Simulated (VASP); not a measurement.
# CuI (F-43m) in VASP: single point with revPBE

Aim: the single point of CuI with revPBE.

Everything below comes from runs of VASP 6.6.1. Logs are shortened: lines on timing, memory, paths and dates and some standing lists are left out, and cuts for length are marked.

### 1 The cell of the first run

Symmetry: F-43m, No. 216, cubic system. Conventional cell: a = 6.063 Å, b = 6.063 Å, c = 6.063 Å, α = 90.00°, β = 90.00°, γ = 90.00°. Within 3.5 Å of Cu (site symmetry -43m) lie 4 I at 2.63 Å. Within 3.5 Å of I (site symmetry -43m) lie 4 Cu at 2.63 Å.

### 2 Single point, revPBE

Input file INCAR:

```
PREC = Accurate
ENCUT = 520
EDIFF = 1E-7
ISMEAR = 0
SIGMA = 0.01
LREAL = False
LASPH = True
NELM = 60
ALGO = Normal
ISIF = 2
LWAVE = False
LCHARG = False
GGA = RE
NBANDS = 16
```

Input file KPOINTS:

```
regular mesh
0
Gamma
  6 6 6
```

Input file POSCAR:

```
CuI
1.0
    0.0000000000      3.0315000000      3.0315000000
    3.0315000000      0.0000000000      3.0315000000
    3.0315000000      3.0315000000      0.0000000000
Cu I
1 1
Direct
    0.2500000000      0.2500000000      0.2500000000
    0.0000000000      0.0000000000      0.0000000000
```

Potentials or basis: VASP PAW PBE potentials, release 64 (Cu, I).

Launch:

```bash
$ cat potpaw_PBE.64/Cu/POTCAR potpaw_PBE.64/I/POTCAR > POTCAR
$ mpirun -np 1 vasp_std > vasp.out
```

OUTCAR:

```text
PREC = Accurate
   ENCUT = 520
   EDIFF = 1E-7
   ISMEAR = 0
   LREAL = False
   LASPH = True
   NELM = 60
   ISIF = 2
   GGA = RE

 ion  position               nearest neighbor table
   1  0.250  0.250  0.250-   2 2.63   2 2.63   2 2.63   2 2.63
   2  0.000  0.000  0.000-   1 2.63   1 2.63   1 2.63   1 2.63

  LATTYP: Found a face centered cubic cell.
 ALAT       =     6.0630000000

  Lattice vectors:

 A1 = (   0.0000000000,   3.0315000000,   3.0315000000)
 A2 = (   3.0315000000,   0.0000000000,   3.0315000000)
 A3 = (   3.0315000000,   3.0315000000,   0.0000000000)

Analysis of symmetry for initial positions (statically):
=====================================================================
 Subroutine PRICEL returns:
 Original cell was already a primitive cell.

 Routine SETGRP: Setting up the symmetry group for a
 face centered cubic supercell.

 Subroutine GETGRP returns: Found 24 space group operations
 (whereof 24 operations were pure point group operations)
 out of a pool of 48 trial point group operations.

The static configuration has the point symmetry T_d .

Analysis of symmetry for dynamics (positions and initial velocities):
=====================================================================
 Subroutine PRICEL returns:
 Original cell was already a primitive cell.

 Routine SETGRP: Setting up the symmetry group for a
 face centered cubic supercell.

 Subroutine GETGRP returns: Found 24 space group operations
 (whereof 24 operations were pure point group operations)
 out of a pool of 48 trial point group operations.

The dynamic configuration has the point symmetry T_d .

 Subroutine INISYM returns: Found 24 space group operations
 (whereof 24 operations are pure point group operations),
 and found     1 'primitive' translations

----------------------------------------------------------------------------------------

                                     Primitive cell

  volume of cell :      55.7189

  direct lattice vectors                    reciprocal lattice vectors
     0.000000000  3.031500000  3.031500000    -0.164934851  0.164934851  0.164934851
     3.031500000  0.000000000  3.031500000     0.164934851 -0.164934851  0.164934851
     3.031500000  3.031500000  0.000000000     0.164934851  0.164934851 -0.164934851

  length of vectors
     4.287188414  4.287188414  4.287188414     0.285675541  0.285675541  0.285675541

  position of ions in fractional coordinates (direct lattice)
     0.250000000  0.250000000  0.250000000
     0.000000000  0.000000000  0.000000000

  ion indices of the primitive-cell ions
   primitive index   ion index
                 1           1
                 2           2

----------------------------------------------------------------------------------------

 KPOINTS: regular mesh

Automatic generation of k-mesh.
 Grid dimensions read from file:
 generate k-points for:    6    6    6

 Generating k-lattice:

  Cartesian coordinates                     Fractional coordinates (reciprocal lattice)
    -0.027489142  0.027489142  0.027489142     0.166666667  0.000000000  0.000000000
     0.027489142 -0.027489142  0.027489142     0.000000000  0.166666667  0.000000000
     0.027489142  0.027489142 -0.027489142     0.000000000  0.000000000  0.166666667

  Length of vectors
     0.047612590  0.047612590  0.047612590

  Shift w.r.t. Gamma in fractional coordinates (k-lattice)
     0.000000000  0.000000000  0.000000000

 Subroutine IBZKPT returns following result:
 ===========================================

 Found     16 irreducible k-points:

 Following reciprocal coordinates:
            Coordinates               Weight
  0.000000  0.000000  0.000000      1.000000
  0.166667  0.000000  0.000000      8.000000
  0.333333  0.000000  0.000000      8.000000
  0.500000  0.000000  0.000000      4.000000
  0.166667  0.166667  0.000000      6.000000
  0.333333  0.166667  0.000000     24.000000
[... 8 lines left out ...]
 -0.333333  0.333333  0.166667     24.000000
 -0.333333  0.500000  0.166667     12.000000
   k-points           NKPTS =     16   k-points in BZ     NKDIM =     16   number of bands    NBANDS=     16
   number of dos      NEDOS =    301   number of ions     NIONS =      2
   total plane-waves  NPLWV =  32768
   dimension x,y,z NGX =    32 NGY =   32 NGZ =   32
   dimension x,y,z NGXF=    64 NGYF=   64 NGZF=   64
   ions per type =               1   1
   NGX,Y,Z   is equivalent  to a cutoff of  12.41, 12.41, 12.41 a.u.
   NGXF,Y,Z  is equivalent  to a cutoff of  24.82, 24.82, 24.82 a.u.
 SYSTEM =  unknown system
   PREC   = accura    normal or accurate (medium, high low for compatibility)
   ISTART =      0    job   : 0-new  1-cont  2-samecut
   ICHARG =      2    charge: 1-file 2-atom 10-const
   ISPIN  =      1    spin polarized calculation?
   LNONCOLLINEAR =      F non collinear calculations
   LSORBIT =      F    spin-orbit coupling
   LASPH  =      T    aspherical Exc in radial PAW
   ENCUT  =  520.0 eV  38.22 Ry    6.18 a.u.   7.97  7.97  7.97*2*pi/ulx,y,z
   NELM   =     60;   NELMIN=  2; NELMDL= -5     # of ELM steps
   EDIFF  = 0.1E-06   stopping-criterion for ELM
   LREAL  =      F    real-space projection
   EDIFFG = 0.1E-05   stopping-criterion for IOM
   NSW    =      0    number of steps for IOM
   IBRION =     -1    ionic relax: 0-MD 1-quasi-New 2-CG
   NFREE  =      0    steps in history (QN), initial steepest desc. (CG)
   ISIF   =      2    stress and relaxation
   ISYM   =      2    0-nonsym 1-usesym 2-fastsym
   POTIM  = 0.5000    time-step for ionic-motion
   TEBEG  =    0.0;   TEEND  =   0.0 temperature during run
   PSTRESS=    0.0 pullay stress
   NELECT =      18.0000    total number of electrons
   NUPDOWN=      -1.0000    fix difference up-down
   EMIN   =  10.00;   EMAX   =-10.00  energy-range for DOS
   EFERMI =   0.00;   METHOD = LEGACY
   ISMEAR =     0;   SIGMA  =   0.01  broadening in eV -4-tet -1-fermi 0-gaus
   EFERMI_NEDOS =   21; number of points for ismear=-14 and -15
   IALGO  =     38    algorithm
   IMIX   =      4    mixing-type and parameters
     AMIX     =   0.40;   BMIX     =  1.00
     AMIX_MAG =   1.60;   BMIX_MAG =  1.00
  volume/ion in A,a.u.               =      27.86       188.00
  Fermi-wavevector in a.u.,A,eV,Ry     =   1.123306  2.122741 17.168055  1.261816
  Thomas-Fermi vector in A             =   2.259971
   LORBIT       =      0    0 simple, 1 ext, 2 COOP (PROOUT), +10 PAW based schemes
   GGA     = RE    functional components
   LHFCALC =     F    Hartree Fock is set to
   AEXX    =    0.0000 exact exchange contribution
   IVDW    =     0    specifies the selected vdW correction
   LEPSILON=     F    determine dielectric tensor
   LRPA    =     F    only Hartree local field effects (RPA)
 non-spin polarized calculation
 Gauss-broadening in eV      SIGMA  =   0.01
  energy-cutoff  :      520.00
  volume of cell :       55.72
 maximum number of plane-waves:      1524
   NGX = 15   NGY = 15   NGZ = 15

 number of electron      18.0000014 magnetization

 Free energy of the ion-electron system (eV)
  ---------------------------------------------------
  ext. energy  EPLUGINS =         0.00000000
  ---------------------------------------------------
  free energy    TOTEN  =        -4.93468542 eV

  energy without entropy =       -4.93468542  energy(sigma->0) =       -4.93468542

 E-fermi :   4.6423     XC(G=0):  -8.7772

 val. band max:        4.5379496306   @ k =   0.0000   0.0000   0.0000
 cond. band min:       5.7790823416   @ k =   0.0000   0.0000   0.0000
 fundamental gap:      1.2411327110
 Fermi energy:         4.6422930890

 k-point     1 :       0.0000    0.0000    0.0000
  band No.  band energies     occupation
      1      -9.4716      2.00000
      2       0.8930      2.00000
      3       0.8930      2.00000
      4       0.8930      2.00000
      5       2.7083      2.00000
      6       2.7083      2.00000
[... 8 lines left out ...]
     15      14.0902      0.00000
     16      14.0902      0.00000

 k-point     2 :       0.1667    0.0000    0.0000
  band No.  band energies     occupation
      1      -9.3472      2.00000
      2       0.3945      2.00000
      3       0.9014      2.00000
      4       0.9014      2.00000
      5       2.6996      2.00000
      6       2.6996      2.00000
[... 8 lines left out ...]
     15      13.2937      0.00000
     16      13.8152      0.00000

 k-point     3 :       0.3333    0.0000    0.0000
  band No.  band energies     occupation
      1      -9.0743      2.00000
      2      -0.5710      2.00000
      3       0.9115      2.00000
      4       0.9115      2.00000
      5       2.7106      2.00000
      6       2.7106      2.00000
[... 8 lines left out ...]
     15      13.7745      0.00000
     16      13.7745      0.00000

 k-point     4 :       0.5000    0.0000    0.0000
  band No.  band energies     occupation
      1      -8.9231      2.00000
      2      -1.0364      2.00000
      3       0.9127      2.00000
      4       0.9128      2.00000
      5       2.7367      2.00000
      6       2.7367      2.00000
[... 8 lines left out ...]
     15      15.4063      0.00000
     16      15.4063      0.00000
[... 172 lines left out ...]
 k-point    14 :       0.5000    0.3333    0.1667
  band No.  band energies     occupation
      1      -8.8860      2.00000
      2      -0.5928      2.00000
      3       0.4123      2.00000
      4       0.8432      2.00000
      5       2.6490      2.00000
      6       2.7267      2.00000
[... 8 lines left out ...]
     15      15.5307      0.00000
     16      16.5602      0.00000

 k-point    15 :      -0.3333    0.3333    0.1667
  band No.  band energies     occupation
      1      -8.7827      2.00000
      2      -0.6463      2.00000
      3       0.1230      2.00000
      4       0.8028      2.00000
      5       2.6203      2.00000
      6       2.7114      2.00000
[... 8 lines left out ...]
     15      15.7243      0.00000
     16      16.2982      0.00000

 k-point    16 :      -0.3333    0.5000    0.1667
  band No.  band energies     occupation
      1      -8.7341      2.00000
      2      -0.7439      2.00000
      3       0.2600      2.00000
      4       0.7109      2.00000
      5       2.6640      2.00000
      6       2.6743      2.00000
[... 8 lines left out ...]
     15      16.0351      0.00000
     16      16.6505      0.00000

------------------------ aborting loop because EDIFF is reached ----------------------------------------

  FORCE on cell =-STRESS in cart. coord.  units (eV):
  Direction    XX          YY          ZZ          XY          YZ          ZX
  --------------------------------------------------------------------------------------
  -------------------------------------------------------------------------------------
  Total        0.6403023      0.6403023      0.6403023      0.0000000      0.0000000     -0.0000000
  in kB       18.4116588     18.4116588     18.4116588      0.0000000      0.0000000     -0.0000000
  external PRESSURE =      18.4116588 kB  Pullay stress =       0.0000000 kB

 VOLUME and BASIS-vectors are now :
 -----------------------------------------------------------------------------
  energy-cutoff  :      520.00
  volume of cell :       55.72
      direct lattice vectors                 reciprocal lattice vectors
     0.000000000  3.031500000  3.031500000    -0.164934851  0.164934851  0.164934851
     3.031500000  0.000000000  3.031500000     0.164934851 -0.164934851  0.164934851
     3.031500000  3.031500000  0.000000000     0.164934851  0.164934851 -0.164934851

 POSITION                                       TOTAL-FORCE (eV/Angst)
 -----------------------------------------------------------------------------------
      1.51575      1.51575      1.51575         0.000000     -0.000000      0.000000
      0.00000      0.00000      0.00000        -0.000000      0.000000     -0.000000
 -----------------------------------------------------------------------------------
    total drift:                                0.000001      0.000001      0.000001

  FREE ENERGIE OF THE ION-ELECTRON SYSTEM (eV)
  ---------------------------------------------------
  free  energy   TOTEN  =        -4.9346854241 eV

  energy  without entropy=       -4.9346854241  energy(sigma->0) =       -4.93468542
```

Wall time 12 s (1 thread of Intel Xeon Platinum 8488C (Sapphire Rapids), shared host); peak memory 0.17 GiB.

Results:

```
Free energy            : -4.9347 eV
Pressure               : 1.8 GPa
Band gap on the k mesh : 1.24 eV
```

Caveat: the PAW data sets were made with another functional, which shifts forces and pressure a little; spin-orbit coupling is left out, which moves the levels of the heavy elements. Expect the measured gap to be larger: semilocal functionals such as revPBE lack the derivative discontinuity.
